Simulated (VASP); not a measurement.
# W (P6/mmm) in VASP: a series of runs

W is run at these levels: PBE; tasks: single point.

All numbers are computed with VASP 6.6.1; they aren't measurements. Logs are shortened: lines on timing, memory, paths and dates and some standing lists are left out, and cuts for length are marked.

### 1 The cell of the first run

Symmetry: P6/mmm, No. 191, hexagonal system. Conventional cell: a = 2.422 Å, b = 2.422 Å, c = 2.241 Å, α = 90.00°, β = 90.00°, γ = 120.00°. Within 3.0 Å of W (site symmetry 6/mmm) lie 8 W at 2.24 to 2.42 Å.

This isn't the form of W at room conditions, which is bcc.

### 2 Single point, PBE (11.38 Å³/atom)

INCAR reads:

```
SYSTEM = W
PREC = Accurate
ENCUT = 520
EDIFF = 1E-6
ISMEAR = -1
SIGMA = 0.08
LREAL = .FALSE.
LASPH = .TRUE.
NELM = 100
ALGO = Normal
ISIF = 2
LWAVE = .FALSE.
LCHARG = .FALSE.
GGA = PE
NBANDS = 13
```

KPOINTS reads:

```
regular mesh
0
G
  18 18 16
  0 0 0
```

POSCAR reads:

```
W
1.0
    2.4215328906      0.0000000000      0.0000000000
   -1.2107664453      2.0971089993      0.0000000000
    0.0000000000      0.0000000000      2.2407688214
W
1
Direct
    0.0000000000      0.0000000000      0.0000000000
```

Potentials or basis: VASP PAW PBE potentials, release 64 (W_sv).

Launch:

```
cat potpaw_PBE.64/W_sv/POTCAR > POTCAR
mpirun -np 1 vasp_std > vasp.out
```

OUTCAR:

```text
SYSTEM = W
   PREC = Accurate
   ENCUT = 520
   EDIFF = 1E-6
   ISMEAR = -1
   LREAL = .FALSE.
   LASPH = .TRUE.
   NELM = 100
   ISIF = 2
   GGA = PE

 ion  position               nearest neighbor table
   1  0.000  0.000  0.000-

  LATTYP: Found a hexagonal cell.
 ALAT       =     2.4215328906
 C/A-ratio  =     0.9253513880

  Lattice vectors:

 A1 = (   2.4215328906,   0.0000000000,   0.0000000000)
 A2 = (  -1.2107664453,   2.0971089993,   0.0000000000)
 A3 = (   0.0000000000,   0.0000000000,   2.2407688214)

Analysis of symmetry for initial positions (statically):
=====================================================================
 Subroutine PRICEL returns:
 Original cell was already a primitive cell.

 Routine SETGRP: Setting up the symmetry group for a
 hexagonal supercell.

 Subroutine GETGRP returns: Found 24 space group operations
 (whereof 24 operations were pure point group operations)
 out of a pool of 24 trial point group operations.

The static configuration has the point symmetry D_6h.

Analysis of symmetry for dynamics (positions and initial velocities):
=====================================================================
 Subroutine PRICEL returns:
 Original cell was already a primitive cell.

 Routine SETGRP: Setting up the symmetry group for a
 hexagonal supercell.

 Subroutine GETGRP returns: Found 24 space group operations
 (whereof 24 operations were pure point group operations)
 out of a pool of 24 trial point group operations.

The dynamic configuration has the point symmetry D_6h.

 Subroutine INISYM returns: Found 24 space group operations
 (whereof 24 operations are pure point group operations),
 and found     1 'primitive' translations

----------------------------------------------------------------------------------------

                                     Primitive cell

  volume of cell :      11.3791

  direct lattice vectors                    reciprocal lattice vectors
     2.421532891  0.000000000  0.000000000     0.412961560  0.238423468  0.000000000
    -1.210766445  2.097108999  0.000000000     0.000000000  0.476846936  0.000000000
     0.000000000  0.000000000  2.240768821     0.000000000  0.000000000  0.446275399

  length of vectors
     2.421532891  2.421532891  2.240768821     0.476846936  0.476846936  0.446275399

  position of ions in fractional coordinates (direct lattice)
     0.000000000  0.000000000  0.000000000

  ion indices of the primitive-cell ions
   primitive index   ion index
                 1           1

----------------------------------------------------------------------------------------

 KPOINTS: regular mesh

Automatic generation of k-mesh.
 Grid dimensions read from file:
 generate k-points for:   18   18   16

 Generating k-lattice:

  Cartesian coordinates                     Fractional coordinates (reciprocal lattice)
     0.022942309  0.013245748  0.000000000     0.055555556 -0.000000000  0.000000000
     0.000000000  0.026491496  0.000000000     0.000000000  0.055555556  0.000000000
     0.000000000  0.000000000  0.027892212     0.000000000  0.000000000  0.062500000

  Length of vectors
     0.026491496  0.026491496  0.027892212

  Shift w.r.t. Gamma in fractional coordinates (k-lattice)
     0.000000000  0.000000000  0.000000000

 Subroutine IBZKPT returns following result:
 ===========================================

 Found    333 irreducible k-points:

 Following reciprocal coordinates:
            Coordinates               Weight
  0.000000  0.000000  0.000000      1.000000
  0.055556  0.000000  0.000000      6.000000
  0.111111  0.000000  0.000000      6.000000
  0.166667  0.000000  0.000000      6.000000
  0.222222  0.000000  0.000000      6.000000
  0.277778  0.000000  0.000000      6.000000
[... 16 lines left out ...]
  0.333333  0.111111  0.000000     12.000000
  0.388889  0.111111  0.000000     12.000000
 [... further k-points ...]
   k-points           NKPTS =    333   k-points in BZ     NKDIM =    333   number of bands    NBANDS=     13
   number of dos      NEDOS =    301   number of ions     NIONS =      1
   total plane-waves  NPLWV =   5832
   dimension x,y,z NGX =    18 NGY =   18 NGZ =   18
   dimension x,y,z NGXF=    36 NGYF=   36 NGZF=   36
   ions per type =               1
   NGX,Y,Z   is equivalent  to a cutoff of  12.36, 12.36, 13.35 a.u.
   NGXF,Y,Z  is equivalent  to a cutoff of  24.72, 24.72, 26.71 a.u.
 SYSTEM =  W
   PREC   = accura    normal or accurate (medium, high low for compatibility)
   ISTART =      0    job   : 0-new  1-cont  2-samecut
   ICHARG =      2    charge: 1-file 2-atom 10-const
   ISPIN  =      1    spin polarized calculation?
   LNONCOLLINEAR =      F non collinear calculations
   LSORBIT =      F    spin-orbit coupling
   LASPH  =      T    aspherical Exc in radial PAW
   ENCUT  =  520.0 eV  38.22 Ry    6.18 a.u.   4.50  4.50  4.17*2*pi/ulx,y,z
   NELM   =    100;   NELMIN=  2; NELMDL= -5     # of ELM steps
   EDIFF  = 0.1E-05   stopping-criterion for ELM
   LREAL  =      F    real-space projection
   EDIFFG = 0.1E-04   stopping-criterion for IOM
   NSW    =      0    number of steps for IOM
   IBRION =     -1    ionic relax: 0-MD 1-quasi-New 2-CG
   NFREE  =      0    steps in history (QN), initial steepest desc. (CG)
   ISIF   =      2    stress and relaxation
   ISYM   =      2    0-nonsym 1-usesym 2-fastsym
   POTIM  = 0.5000    time-step for ionic-motion
   TEBEG  =    0.0;   TEEND  =   0.0 temperature during run
   PSTRESS=    0.0 pullay stress
   NELECT =      14.0000    total number of electrons
   NUPDOWN=      -1.0000    fix difference up-down
   EMIN   =  10.00;   EMAX   =-10.00  energy-range for DOS
   EFERMI =   0.00;   METHOD = LEGACY
   ISMEAR =    -1;   SIGMA  =   0.08  broadening in eV -4-tet -1-fermi 0-gaus
   EFERMI_NEDOS =   21; number of points for ismear=-14 and -15
   IALGO  =     38    algorithm
   IMIX   =      4    mixing-type and parameters
     AMIX     =   0.40;   BMIX     =  1.00
     AMIX_MAG =   1.60;   BMIX_MAG =  1.00
  volume/ion in A,a.u.               =      11.38        76.79
  Fermi-wavevector in a.u.,A,eV,Ry     =   1.754209  3.314975 41.868523  3.077250
  Thomas-Fermi vector in A             =   2.824194
   LORBIT       =      0    0 simple, 1 ext, 2 COOP (PROOUT), +10 PAW based schemes
   GGA     = PE    functional components
   LHFCALC =     F    Hartree Fock is set to
   AEXX    =    0.0000 exact exchange contribution
   IVDW    =     0    specifies the selected vdW correction
   LEPSILON=     F    determine dielectric tensor
   LRPA    =     F    only Hartree local field effects (RPA)
 non-spin polarized calculation
  energy-cutoff  :      520.00
  volume of cell :       11.38
 maximum number of plane-waves:       332
 NGX is ok and might be reduce to    18
   NGX =  9   NGY =  9   NGZ =  9

 number of electron      14.0000002 magnetization

 Free energy of the ion-electron system (eV)
  ---------------------------------------------------
  ext. energy  EPLUGINS =         0.00000000
  ---------------------------------------------------
  free energy    TOTEN  =        -8.50007014 eV

  energy without entropy =       -8.48981569  energy(sigma->0) =       -8.49494292

 E-fermi :  16.7486     XC(G=0): -15.5297

 val. band max:       16.7377466609   @ k =   0.0000   0.0000   0.5000
 cond. band min:      16.7559303378   @ k =   0.0556   0.0556   0.3125
 fundamental gap:      0.0181836770
 Fermi energy:        16.7485742109

 k-point     1 :       0.0000    0.0000    0.0000
  band No.  band energies     occupation
      1     -57.4489      2.00000
      2     -19.8691      2.00000
      3     -19.8691      2.00000
      4     -19.5820      2.00000
      5       5.8660      2.00000
      6       9.3297      2.00000
      7      14.9547      2.00000
      8      14.9547      2.00000
      9      25.5867      0.00000
     10      25.5867      0.00000
     11      29.4783      0.00000
     12      36.4292      0.00000
     13      42.3280      0.00000

 k-point     2 :       0.0556    0.0000    0.0000
  band No.  band energies     occupation
      1     -57.4331      2.00000
      2     -20.0106      2.00000
      3     -19.8986      2.00000
      4     -19.5680      2.00000
      5       6.0888      2.00000
      6       9.4303      2.00000
      7      14.6955      2.00000
      8      15.1602      2.00000
      9      25.2059      0.00000
     10      25.5328      0.00000
     11      30.0336      0.00000
     12      36.9429      0.00000
     13      41.1815      0.00000

 k-point     3 :       0.1111    0.0000    0.0000
  band No.  band energies     occupation
      1     -57.3873      2.00000
      2     -20.4068      2.00000
      3     -19.9825      2.00000
      4     -19.5275      2.00000
      5       6.6950      2.00000
      6       9.7263      2.00000
      7      14.0762      2.00000
      8      15.7690      1.99999
      9      24.2545      0.00000
     10      25.3803      0.00000
     11      31.5594      0.00000
     12      38.2665      0.00000
     13      39.0892      0.00000

 k-point     4 :       0.1667    0.0000    0.0000
  band No.  band energies     occupation
      1     -57.3167      2.00000
      2     -20.9851      2.00000
      3     -20.1089      2.00000
      4     -19.4650      2.00000
      5       7.5056      2.00000
      6      10.1478      2.00000
      7      13.4917      2.00000
      8      16.7586      0.93761
      9      23.0604      0.00000
     10      25.1538      0.00000
     11      33.7401      0.00000
     12      36.9674      0.00000
     13      39.9658      0.00000

 k-point     5 :       0.2222    0.0000    0.0000
  band No.  band energies     occupation
      1     -57.2293      2.00000
      2     -21.6539      2.00000
      3     -20.2603      2.00000
      4     -19.3874      2.00000
      5       8.2696      2.00000
      6      10.3963      2.00000
      7      13.5436      2.00000
      8      18.0915      0.00000
      9      21.8514      0.00000
     10      24.8867      0.00000
     11      34.7695      0.00000
     12      36.5492      0.00000
     13      39.2021      0.00000
[... 257 lines left out ...]
 k-point    22 :       0.2778    0.1111    0.0000
  band No.  band energies     occupation
      1     -57.0217      2.00000
      2     -22.8994      2.00000
      3     -20.8338      2.00000
      4     -19.2031      2.00000
      5       9.5268      2.00000
      6      10.8109      2.00000
      7      14.7748      2.00000
      8      19.8915      0.00000
      9      22.5573      0.00000
     10      23.7905      0.00000
     11      32.2682      0.00000
     12      34.9786      0.00000
     13      40.4812      0.00000

 k-point    23 :       0.3333    0.1111    0.0000
  band No.  band energies     occupation
      1     -56.9522      2.00000
      2     -23.3060      2.00000
      3     -20.9864      2.00000
      4     -19.1413      2.00000
      5       9.2582      2.00000
      6      11.1483      2.00000
      7      16.2084      1.99767
      8      19.3058      0.00000
      9      23.5166      0.00000
     10      24.1976      0.00000
     11      31.8012      0.00000
     12      33.7747      0.00000
     13      38.6684      0.00000

 k-point    24 :       0.3889    0.1111    0.0000
  band No.  band energies     occupation
      1     -56.9065      2.00000
      2     -23.5652      2.00000
      3     -21.0842      2.00000
      4     -19.1007      2.00000
      5       9.0155      2.00000
      6      11.4557      2.00000
      7      17.2799      0.00261
      8      18.9424      0.00000
      9      23.3428      0.00000
     10      25.5092      0.00000
     11      31.4989      0.00000
     12      32.7767      0.00000
     13      37.5445      0.00000

 [... further k-points ...]

------------------------ aborting loop because EDIFF is reached ----------------------------------------

  FORCE on cell =-STRESS in cart. coord.  units (eV):
  Direction    XX          YY          ZZ          XY          YZ          ZX
  --------------------------------------------------------------------------------------
  -------------------------------------------------------------------------------------
  Total       17.5379193     17.5379193     17.9058422      0.0000000      0.0000000      0.0000000
  in kB     2469.3361877   2469.3361875   2521.1396667      0.0000000      0.0000000      0.0000000
  external PRESSURE =    2486.6040139 kB  Pullay stress =       0.0000000 kB

 VOLUME and BASIS-vectors are now :
 -----------------------------------------------------------------------------
  energy-cutoff  :      520.00
  volume of cell :       11.38
      direct lattice vectors                 reciprocal lattice vectors
     2.421532891  0.000000000  0.000000000     0.412961560  0.238423468  0.000000000
    -1.210766445  2.097108999  0.000000000     0.000000000  0.476846936  0.000000000
     0.000000000  0.000000000  2.240768821     0.000000000  0.000000000  0.446275399

 POSITION                                       TOTAL-FORCE (eV/Angst)
 -----------------------------------------------------------------------------------
      0.00000      0.00000      0.00000         0.000000      0.000000      0.000000
 -----------------------------------------------------------------------------------
    total drift:                               -0.000000      0.000000     -0.000000

  FREE ENERGIE OF THE ION-ELECTRON SYSTEM (eV)
  ---------------------------------------------------
  free  energy   TOTEN  =        -8.5000701390 eV

  energy  without entropy=       -8.4898156937  energy(sigma->0) =       -8.49494292
```

It took 77 s on 1 thread of AMD EPYC 7R13, shared host; peak memory 0.13 GiB.

What came out:

* Free energy: -8.5001 eV
* Pressure: 248.7 GPa
* Band gap on the k mesh: zero (bands 7 and 8 overlap by 3.56 eV)

Stress tensor (GPa, compression positive):
```
246.93   0.00   0.00
  0.00 246.93   0.00
  0.00   0.00 252.11
```

Caveat: the cell stands under pressure; spin-orbit coupling is left out, which moves the levels of the heavy elements.

### 3 Single point, PBE (13.13 Å³/atom)

This run uses another cell than the first one, of 13.13 Å³/atom.

INCAR reads:

```
PREC = Accurate
ENCUT = 520
EDIFF = 1E-6
ISMEAR = -1
SIGMA = 0.08
LREAL = False
LASPH = True
NELM = 100
ALGO = Normal
ISIF = 2
LWAVE = False
LCHARG = True
GGA = PE
LELF = True
LVHAR = True
NBANDS = 13
```

KPOINTS reads:

```
Automatic mesh
0
Gamma
  18 18 16
```

POSCAR reads:

```
W
1.0
    2.5416995841      0.0000000000      0.0000000000
   -1.2708497920      2.2011764087      0.0000000000
    0.0000000000      0.0000000000      2.3468064246
W
1
Direct
    0.0000000000      0.0000000000      0.0000000000
```

Potentials or basis: VASP PAW PBE potentials, release 64 (W_sv).

Launch:

```
cat potpaw_PBE.64/W_sv/POTCAR > POTCAR
mpirun -np 1 vasp_std > vasp.out
```

Run time: 90 s. Hardware: 1 thread of AMD EPYC 7R13, shared host; peak memory 0.14 GiB.

The run converged. Its results:

* Free energy: -10.4637 eV
* Pressure: 123.3 GPa
* Band gap on the k mesh: zero (bands 7 and 8 overlap by 2.40 eV)

Stress tensor (GPa, compression positive):
```
122.42   0.00   0.00
  0.00 122.42   0.00
  0.00   0.00 124.92
```

Levels at points of the mesh, in eV from the Fermi level:
```
           k point  band 4  band 5  band 6  band 7  band 8  band 9  band 10  band 11
(0.00, 0.00, 0.00)  -36.79  -10.34   -6.30   -1.37   -1.37    7.36     7.36    12.71
(0.50, 0.00, 0.00)  -36.49   -7.54   -4.79    0.90    1.79    6.12     7.56    13.42
(0.00, 0.00, 0.50)  -36.66   -6.06   -0.46    0.11    0.11    1.23     1.23    15.06
(0.50, 0.00, 0.50)  -37.23   -8.14   -5.11   -0.90    6.47    8.31     9.00    10.64
```

Caveat: the cell stands under pressure; spin-orbit coupling is left out, which moves the levels of the heavy elements.

### 4 Single point, PBE (14.88 Å³/atom)

This run uses another cell than the first one, of 14.88 Å³/atom.

INCAR reads:

```
PREC = Accurate ; ENCUT = 520
EDIFF = 1E-6 ; ISMEAR = -1
SIGMA = 0.08 ; LREAL = False
LASPH = True ; NELM = 60
ALGO = Normal ; ISIF = 2
LWAVE = False ; LCHARG = False
GGA = PE ; NBANDS = 13
```

KPOINTS reads:

```
regular mesh
0
Gamma
  18 18 16
```

POSCAR reads:

```
W
1.0
    2.6485176256      0.0000000000      0.0000000000
   -1.3242588128      2.2936835462      0.0000000000
    0.0000000000      0.0000000000      2.4495010592
W
1
Direct
    0.0000000000      0.0000000000      0.0000000000
```

Launch:

```
cat potpaw_PBE.64/W_sv/POTCAR > POTCAR
mpirun -np 1 vasp_std > vasp.out
```

Wall time 71 s (1 thread of AMD EPYC 7R13, shared host); peak memory 0.14 GiB.

It converged, with:

* Free energy: -11.3962 eV
* Pressure: 53.9 GPa
* Band gap on the k mesh: zero (bands 7 and 8 overlap by 2.08 eV)

Stress tensor (GPa, compression positive):
```
53.35  0.00  0.00
 0.00 53.35  0.00
 0.00  0.00 54.92
```

Levels at points of the mesh, in eV from the Fermi level:
```csv
k point,band 3,band 4,band 5,band 6,band 7,band 8,band 9,band 10,band 11,band 12
"(0.00, 0.00, 0.00)",-37.33,-37.19,-9.77,-5.45,-1.08,-1.08,6.21,6.21,12.63,16.60
"(0.50, 0.00, 0.00)",-37.75,-36.99,-6.65,-4.31,0.36,1.62,5.19,6.43,11.39,13.73
"(0.00, 0.00, 0.50)",-37.09,-37.09,-5.76,-0.72,0.14,0.14,1.14,1.14,12.66,16.24
"(0.50, 0.00, 0.50)",-38.78,-37.49,-6.89,-4.45,-0.64,6.05,7.03,7.44,8.94,17.13
```

Caveat: the cell stands under pressure; spin-orbit coupling is left out, which moves the levels of the heavy elements.

[end of part 1 of 2]
